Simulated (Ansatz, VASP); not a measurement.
Te2Mo in VASP and in Ansatz

The input INCAR:

```
PREC = Accurate ; ENCUT = 520
EDIFF = 1E-6 ; ISMEAR = 0
SIGMA = 0.02 ; LREAL = False
LASPH = True ; NELM = 60
ALGO = Normal ; ISIF = 2
LWAVE = False ; LCHARG = False
IBRION = 2 ; NSW = 60
EDIFFG = -0.008
```

The input KPOINTS:

```
regular mesh
0
Gamma
  12 12 2
```

Contents of POSCAR:

```
Te2Mo
1.0
    3.4145498012      0.0000000000      0.0000000000
   -1.7072749006      2.9570868703      0.0000000000
    0.0000000000      0.0000000000     17.2570141584
Te Mo
2 1
Direct
    0.3333333333      0.6666666667      0.8975342416
    0.3333333333      0.6666666667      0.1024657584
    0.0000000000      0.0000000000      0.0000000000
```

Input for Ansatz:

```yaml
crystal:
  lattice:
    - [3.4145498012, 0.0, 0.0]
    - [-1.7072749006, 2.9570868703, 0.0]
    - [0.0, 0.0, 17.2570141584]
  atoms:
    - { symbol: Te, position: [0.3333333333, 0.6666666667, 0.8975342416] }
    - { symbol: Te, position: [0.3333333333, 0.6666666667, 0.1024657584] }
    - { symbol: Mo, position: [0.0, 0.0, 0.0] }
basis:
  ecutwfc: 420
kpoints:
  mp_grid: { grid: [12, 12, 2] }
hamiltonian:
  xc: lda
scf:
  occupations: { method: gaussian, width: 0.02 }
output:
  forces: true
  stress: true
  eigenvalues: true
relax:
  adjacent_minimum: "off"
  f_tol: 0.008
  max_steps: 40
```

Change from the starting cell: equal strain along all axes, cell held, atoms relaxed: -1.5 %.

Alike in both runs: task relaxation of the atoms; functional LDA; k mesh 12 × 12 × 2; occupations gaussian, width 0.02 eV; no spin polarisation.

|  | VASP | Ansatz |
| --- | --- | --- |
| version | VASP 6.6.1 | Ansatz 0.2.0 |
| potentials or method | VASP PAW LDA potentials, release 64 (Te, Mo_sv), cutoff 520 eV | scalar-relativistic, plane waves, PAW |
| valence electrons in the cell | 26 | 46 |

Ansatz gave:

```
gap on the k mesh at the Fermi level, each at its own relaxed structure (eV) : 1.26
```

Task: Estimate VASP's values.

Result: gap on the k mesh at the Fermi level, each at its own relaxed structure (eV): 1.25.

LDA's correlation is that of Perdew and Zunger in VASP and of Perdew and Wang (1992) in Ansatz. VASP's potentials hold 26 valence electrons a cell and Ansatz's 46, so a difference there can come from the potentials and not from the codes. Ansatz's warnings: stress scf threshold loose.

Neither program's run includes spin-orbit coupling.
